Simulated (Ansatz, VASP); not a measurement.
**GdMn in VASP and in Ansatz**

```
Gd Mn
1.0
     3.44753    0.00000    0.00000
     0.00000    3.44753    0.00000
     0.00000    0.00000    3.44753
Gd Mn
1 1
Direct
  0.00000 0.00000 0.00000
  0.50000 0.50000 0.50000
```

Alike in both runs: task single point; functional PBEsol; k mesh 10 × 10 × 10; occupations fermi-dirac, width 0.025 eV; collinear spin.

```csv
,VASP,Ansatz
version,VASP 6.6.1,Ansatz 0.2.0
potentials or method,"VASP PAW PBE potentials, release 64 (Gd, Mn_pv), cutoff 520 eV","scalar-relativistic, plane waves, PAW"
valence electrons in the cell,31,33
```

Ansatz gave:

| Item | Value |
| --- | --- |
| pressure (GPa) | -0.1 |
| net moment per atom (μB) | 2.08 |
| size of the moment on the site where the two differ most (μB) | 7.17 |

Problem. Which values does VASP return?

Solution. Pressure (GPa): 0.1; net moment per atom (μB): 2.08; size of the moment on the site where the two differ most (μB): 6.99.

VASP's potentials were made for PBE, not for PBEsol. Site moments also hang on the region over which each program counts them. VASP's potentials hold 31 valence electrons a cell and Ansatz's 33, so a difference there can come from the potentials and not from the codes.

Neither program's run includes spin-orbit coupling.
